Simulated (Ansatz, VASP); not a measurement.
Ca in VASP and in Ansatz

```
Ca
1.0
     3.88327    0.00000    0.00000
    -1.94164    3.36301    0.00000
     0.00000    0.00000    6.38686
Ca
2
Direct
  0.33333 0.66667 0.25000
  0.66667 0.33333 0.75000
```

Alike in both runs: task single point; functional r2SCAN; k mesh 10 × 10 × 6; occupations fermi-dirac, width 0.1 eV; no spin polarisation.

|  | VASP | Ansatz |
| --- | --- | --- |
| version | VASP 6.6.1 | Ansatz 0.2.0 |
| potentials or method | VASP PAW PBE potentials, release 64 (Ca_sv), cutoff 520 eV | plane waves (500 eV) with PAW, scalar-relativistic |
| valence electrons in the cell | 20 | 20 |

```tsv
	VASP	Ansatz	Ansatz less VASP
pressure (GPa)	0.8	0.8	-0.05
```

VASP's potentials were made for PBE, not for r2SCAN.
